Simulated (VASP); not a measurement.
# Pb (Fm-3m) in VASP: settings compared, part 2 of 2

VASP 6.6.1. Earlier steps stand in the parts before.

## (5) Single point, PBEsol+D4

This run uses another cell than the first one, of 28.50 Å³/atom, 0.940 times its volume.

The input, INCAR:

```
ALGO = Normal ; EDIFF = 1E-6
ENCUT = 520 ; GGA = PS
ISIF = 2 ; ISMEAR = -1
IVDW = 13 ; LASPH = T
LCHARG = F ; LREAL = F
LWAVE = F ; NBANDS = 13
NELM = 60 ; PREC = Accurate
SIGMA = 0.05
```

The input, KPOINTS:

```
k-points
0
Gamma
  9 9 9
```

The input, POSCAR:

```
Pb
1.0
    0.0000000000      2.4244952108      2.4244952108
    2.4244952108      0.0000000000      2.4244952108
    2.4244952108      2.4244952108      0.0000000000
Pb
1
Direct
    0.0000000000      0.0000000000      0.0000000000
```

Potentials or basis: VASP PAW PBE potentials, release 64 (Pb_d).

Started as:

```sh
$ cat potpaw_PBE.64/Pb_d/POTCAR > POTCAR
$ mpirun -np 1 vasp_std > vasp.out
```

OUTCAR:

```text
EDIFF = 1E-6
   ENCUT = 520
   GGA = PS
   ISIF = 2
   ISMEAR = -1
   IVDW = 13
   LASPH = T
   LREAL = F
   NELM = 60
   PREC = Accurate

 ion  position               nearest neighbor table
   1  0.000  0.000  0.000-

  LATTYP: Found a face centered cubic cell.
 ALAT       =     4.8489904216

  Lattice vectors:

 A1 = (   0.0000000000,   2.4244952108,   2.4244952108)
 A2 = (   2.4244952108,   0.0000000000,   2.4244952108)
 A3 = (   2.4244952108,   2.4244952108,   0.0000000000)

Analysis of symmetry for initial positions (statically):
[... 5 lines left out ...]
 face centered cubic supercell.

 Subroutine GETGRP returns: Found 48 space group operations
 (whereof 48 operations were pure point group operations)
 out of a pool of 48 trial point group operations.

The static configuration has the point symmetry O_h .

Analysis of symmetry for dynamics (positions and initial velocities):
[... 5 lines left out ...]
 face centered cubic supercell.

 Subroutine GETGRP returns: Found 48 space group operations
 (whereof 48 operations were pure point group operations)
 out of a pool of 48 trial point group operations.

The dynamic configuration has the point symmetry O_h .

 Subroutine INISYM returns: Found 48 space group operations
 (whereof 48 operations are pure point group operations),
 and found     1 'primitive' translations

----------------------------------------------------------------------------------------

                                     Primitive cell

  volume of cell :      28.5032

  direct lattice vectors                    reciprocal lattice vectors
     0.000000000  2.424495211  2.424495211    -0.206228496  0.206228496  0.206228496
     2.424495211  0.000000000  2.424495211     0.206228496 -0.206228496  0.206228496
     2.424495211  2.424495211  0.000000000     0.206228496  0.206228496 -0.206228496

  length of vectors
     3.428754009  3.428754009  3.428754009     0.357198232  0.357198232  0.357198232
[... 102 lines left out ...]
  Thomas-Fermi vector in A             =   2.423429
   LORBIT       =      0    0 simple, 1 ext, 2 COOP (PROOUT), +10 PAW based schemes
   GGA     = PS    functional components
   LHFCALC =     F    Hartree Fock is set to
   AEXX    =    0.0000 exact exchange contribution
   IVDW    =    13    specifies the selected vdW correction
   LEPSILON=     F    determine dielectric tensor
   LRPA    =     F    only Hartree local field effects (RPA)
 non-spin polarized calculation
  energy-cutoff  :      520.00
  volume of cell :       28.50
 maximum number of plane-waves:       779
 NGX is ok and might be reduce to    28
   NGX = 13   NGY = 13   NGZ = 13

 number of electron      14.0000001 magnetization

 Free energy of the ion-electron system (eV)
  ---------------------------------------------------
  ext. energy  EPLUGINS =         0.00000000
  ---------------------------------------------------
  free energy    TOTEN  =        -4.00624373 eV

  energy without entropy =       -4.00294820  energy(sigma->0) =       -4.00459596

 E-fermi :   7.6268     XC(G=0): -10.6425

 val. band max:        7.6236305435   @ k =  -0.2222   0.3333   0.1111
 cond. band min:       7.9270303221   @ k =   0.3333   0.3333   0.0000
 fundamental gap:      0.3033997786
 Fermi energy:         7.6268430887

 k-point     1 :       0.0000    0.0000    0.0000
  band No.  band energies     occupation
      1      -9.2267      2.00000
      2      -9.2267      2.00000
      3      -9.2267      2.00000
      4      -9.0550      2.00000
      5      -9.0550      2.00000
      6      -4.3935      2.00000
      7      15.7209      0.00000
      8      15.7209      0.00000
      9      15.7209      0.00000
     10      17.6080      0.00000
     11      19.9246      0.00000
     12      20.7634      0.00000
     13      20.7634      0.00000
[... 354 lines left out ...]
  band No.  band energies     occupation
      1      -9.4231      2.00000
      2      -9.3168      2.00000
      3      -8.9108      2.00000
      4      -8.8652      2.00000
      5      -8.8652      2.00000
      6       0.6411      2.00000
      7       4.9413      2.00000
      8      10.0252      0.00000
      9      10.0252      0.00000
     10      13.4652      0.00000
     11      14.7085      0.00000
     12      26.4491      0.00000
     13      28.4952      0.00000

 [... further k-points ...]

------------------------ aborting loop because EDIFF is reached ----------------------------------------

  DFT-D4 for vdW energy calculation

  Edisp (eV):   -0.26893

  FORCE on cell =-STRESS in cart. coord.  units (eV):
  Direction    XX          YY          ZZ          XY          YZ          ZX
  --------------------------------------------------------------------------------------
  -------------------------------------------------------------------------------------
  Total       0.20994     0.20994     0.20994     0.00000     0.00000    -0.00000
  in kB      11.80098    11.80098    11.80098     0.00000     0.00000    -0.00000
  external pressure =       11.80 kB  Pullay stress =        0.00 kB

 VOLUME and BASIS-vectors are now :
 -----------------------------------------------------------------------------
  energy-cutoff  :      520.00
  volume of cell :       28.50
      direct lattice vectors                 reciprocal lattice vectors
     0.000000000  2.424495211  2.424495211    -0.206228496  0.206228496  0.206228496
     2.424495211  0.000000000  2.424495211     0.206228496 -0.206228496  0.206228496
     2.424495211  2.424495211  0.000000000     0.206228496  0.206228496 -0.206228496

 POSITION                                       TOTAL-FORCE (eV/Angst)
 -----------------------------------------------------------------------------------
      0.00000      0.00000      0.00000         0.000000      0.000000      0.000000
 -----------------------------------------------------------------------------------
    total drift:                               -0.000000     -0.000000     -0.000000

  FREE ENERGIE OF THE ION-ELECTRON SYSTEM (eV)
  ---------------------------------------------------
  free  energy   TOTEN  =        -4.2751754086 eV

  energy  without entropy=       -4.2718798794  energy(sigma->0) =       -4.27352764
```

OSZICAR:

```text
N       E                     dE             d eps       ncg     rms          rms(c)
DAV:   1     0.107781301537E+03    0.10778E+03   -0.71213E+03   923   0.129E+03
DAV:   2     0.986888341929E+00   -0.10679E+03   -0.10342E+03   955   0.319E+02
DAV:   3    -0.391068333669E+01   -0.48976E+01   -0.48805E+01  1138   0.734E+01
DAV:   4    -0.402127573703E+01   -0.11059E+00   -0.11057E+00  1111   0.116E+01
DAV:   5    -0.402594793212E+01   -0.46722E-02   -0.46720E-02  1245   0.225E+00    0.645E-01
DAV:   6    -0.401053152857E+01    0.15416E-01   -0.19196E-02  1158   0.254E+00    0.299E-01
DAV:   7    -0.400652442060E+01    0.40071E-02   -0.77751E-03  1185   0.149E+00    0.896E-02
DAV:   8    -0.400624668691E+01    0.27773E-03   -0.46402E-04  1379   0.353E-01    0.946E-03
DAV:   9    -0.400624410647E+01    0.25804E-05   -0.72166E-06  1174   0.492E-02    0.451E-03
DAV:  10    -0.400624372809E+01    0.37839E-06   -0.44475E-07   785   0.662E-03
   1 F= -.42751754E+01 E0= -.42735276E+01  d E =-.329553E-02
```

stdout:

```text
POSCAR found type information on POSCAR Pb
 POSCAR found :  1 types and       1 ions
 scaLAPACK will be used
 -----------------------------------------------------------------------------
|                                                                             |
|                                                                             |
|     You enforced a specific xc type in the INCAR file but a different       |
|     I HOPE YOU KNOW WHAT YOU ARE DOING!                                     |
|                                                                             |
 -----------------------------------------------------------------------------

 LDA part: xc-table for (Slater+PW92), standard interpolation
 POSCAR, INCAR and KPOINTS ok, starting setup
 FFT: planning ... GRIDC
 FFT: planning ... GRID_SOFT
 FFT: planning ... GRID
 WAVECAR not read
 entering main loop
```

It took 7.4 s on 1 thread of AMD EPYC 7R13, shared host; peak memory 0.16 GiB.

Results:

- Free energy: -4.2752 eV
- Pressure: 1.2 GPa
- Band gap on the k mesh: zero (band 7 reaches 15.72 eV, above the bottom of band 8 at 6.13 eV)
- Dispersion energy per atom: -0.269 eV

Caveat: the PAW data sets were made with another functional, which shifts forces and pressure a little; spin-orbit coupling is left out, which moves the levels of the heavy elements; pairwise dispersion overbinds metals, which lowers pressure and volume.

## (6) Single point, RPBE+D3(BJ)

This run uses another cell than the first one, of 28.50 Å³/atom, 0.940 times its volume.

The input, INCAR:

```
PREC = Accurate
ENCUT = 520
EDIFF = 1E-7
ISMEAR = -1
SIGMA = 0.05
LREAL = F
LASPH = T
NELM = 60
ALGO = Normal
ISIF = 2
LWAVE = F
LCHARG = T
GGA = RP
IVDW = 12
LELF = T
LVHAR = T
NBANDS = 13
```

The input, KPOINTS:

```
Automatic mesh
0
Gamma
  9 9 9
```

POSCAR is that of step 5.

Potentials or basis: VASP PAW PBE potentials, release 64 (Pb_d).

Started as:

```sh
$ cat potpaw_PBE.64/Pb_d/POTCAR > POTCAR
$ mpirun -np 1 vasp_std > vasp.out
```

Wall time 8.8 s (1 thread of AMD EPYC 7R13, shared host); peak memory 0.17 GiB.

Results (log left out):

```yaml
Free_energy: -5.7988 eV
Pressure: -15.4 GPa
Band_gap_on_the_k_mesh: zero (band 7 reaches 16.07 eV, above the bottom of band 8 at 6.45 eV)
Dispersion_energy_per_atom: -2.699 eV
```

Levels at points of the mesh, in eV from the Fermi level:
```tsv
k point	band 4	band 5	band 6	band 7	band 8	band 9	band 10	band 11
(0.00, 0.00, 0.00)	-16.85	-16.85	-12.01	8.12	8.12	8.12	9.93	12.27
```

Caveat: the PAW data sets were made with another functional, which shifts forces and pressure a little; spin-orbit coupling is left out, which moves the levels of the heavy elements; pairwise dispersion overbinds metals, which lowers pressure and volume.

## (7) Summary

| level | cell | smearing | gap on the mesh (eV) | pressure (GPa) |
| --- | --- | --- | --- | --- |
| PBE | a = 3.500 Å, angles 60.0°, 1 atom | gaussian 0.027 eV | none | 2.2 |
| BLYP | a = 3.500 Å, angles 60.0°, 1 atom | fermi-dirac 0.05 eV | none | 6.0 |
| PBE | a = 3.500 Å, angles 60.0°, 1 atom | gaussian 0.012 eV | none | 2.2 |
| PBEsol+D4 | a = 3.429 Å, angles 60.0°, 1 atom | fermi-dirac 0.05 eV | none | 1.2 |
| RPBE+D3(BJ) | a = 3.429 Å, angles 60.0°, 1 atom | fermi-dirac 0.05 eV | none | -15.4 |

Alike in all rows: task single point; potentials or basis VASP PAW PBE potentials, release 64 (Pb_d); no spin polarisation; k mesh 9 × 9 × 9; cutoff (eV) 520.

Every run on the cell as given and a fine mesh finds a metal. The pressure there spans 2.2 GPa (PBE) to 6.0 GPa (BLYP); a positive pressure means that this level wants a larger cell, a negative one a smaller.

Caveats: spin-orbit coupling is left out, which moves the levels of the heavy elements; the PAW data sets were made with another functional, which shifts forces and pressure a little (some runs); pairwise dispersion overbinds metals, which lowers pressure and volume (some runs).

Total energies depend on the potentials used, so only differences within one code and one set of settings carry meaning.
